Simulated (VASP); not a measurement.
Input of a VASP 6.6.1 run:

File INCAR:

```
SYSTEM = CsB3N3
  PREC = Accurate
  ENCUT = 520
  EDIFF = 1E-7
  ISMEAR = 0
  SIGMA = 0.1
  LREAL = .FALSE.
  LASPH = .TRUE.
  NELM = 80
  ALGO = Normal
  ISIF = 2
  LWAVE = .FALSE.
  LCHARG = .FALSE.
  GGA = PE
  NBANDS = 26
```

File KPOINTS:

```
regular mesh
0
G
  6 6 4
  0 0 0
```

POSCAR

```
CsB3N3
1.0
    4.3792326200      0.0000000000      0.0000000000
   -2.1896163100      3.7925266980      0.0000000000
    0.0000000000      0.0000000000      6.9830402959
Cs B N
1 3 3
Direct
    0.0000000000      0.0000000000      0.5000000000
    0.3333333333      0.6666666667      0.0000000000
    0.6666666667      0.3333333333      0.0000000000
    0.0000000000      0.0000000000      0.0000000000
    0.3324906916      0.0000000000      0.0000000000
    0.0000000000      0.3324906916      0.0000000000
    0.6675093084      0.6675093084      0.0000000000
```

Potentials or basis: VASP PAW PBE potentials, release 64 (Cs_sv, B, N).

Command:

```console
$ cat potpaw_PBE.64/Cs_sv/POTCAR potpaw_PBE.64/B/POTCAR potpaw_PBE.64/N/POTCAR > POTCAR
$ mpirun -np 1 vasp_std > vasp.out
```

(1) Predict the pressure.

## Answers

(1) 0.1 GPa.
